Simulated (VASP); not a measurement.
Write the native input for VASP 6.6.1 that does the following.

- Task: single point
- Functional: LDA
- Potentials or basis: VASP PAW LDA potentials, release 64 (W_sv, S)
- Cutoff: 500 eV
- k mesh: 12 × 12 × 4
- Occupations: gaussian, width 0.02 eV
- Spin: no spin polarisation
- Dipole correction: no
- Further INCAR settings: ALGO = Normal; EDIFF = 1e-06; NBANDS = 35

The structure of WS2 lies in POSCAR:

```
WS2
1.0
    3.0975956215      0.0000000000      0.0000000000
   -1.5487978107      2.6825964988      0.0000000000
    0.0000000000      0.0000000000     11.6465083036
W S
2 4
Direct
    0.3333333333      0.6666666667      0.2500000000
    0.6666666667      0.3333333333      0.7500000000
    0.3333333333      0.6666666667      0.6155109088
    0.6666666667      0.3333333333      0.1155109088
    0.3333333333      0.6666666667      0.8844890912
    0.6666666667      0.3333333333      0.3844890912
```

One way to write it, as run:

INCAR

```
  PREC = Accurate
  ENCUT = 500
  EDIFF = 1E-6
  ISMEAR = 0
  SIGMA = 0.02
  LREAL = F
  LASPH = T
  NELM = 120
  ALGO = Normal
  ISIF = 2
  LWAVE = F
  LCHARG = F
  NBANDS = 35
  GGA_COMPAT = F
```

KPOINTS

```
Automatic mesh
0
Gamma
  12 12 4
```

Potentials or basis: VASP PAW LDA potentials, release 64 (W_sv, S).

The run is started by

```bash
$ cat potpaw_LDA.64/W_sv/POTCAR potpaw_LDA.64/S/POTCAR > POTCAR
$ mpirun -np 1 vasp_std > vasp.out
```

Results of the run:

```json
{
  "Pressure": "4.4 GPa",
  "Largest force": "0.044 eV/Å",
  "Band gap on the k mesh": "0.58 eV (least direct gap 1.96 eV)"
}
```

Caveat: the cell stands under pressure; spin-orbit coupling is left out, which moves the levels of the heavy elements.

Wall time 2.7 min on 1 thread of Intel Xeon 8259CL, with other jobs on the host, peak memory 0.27 GiB.
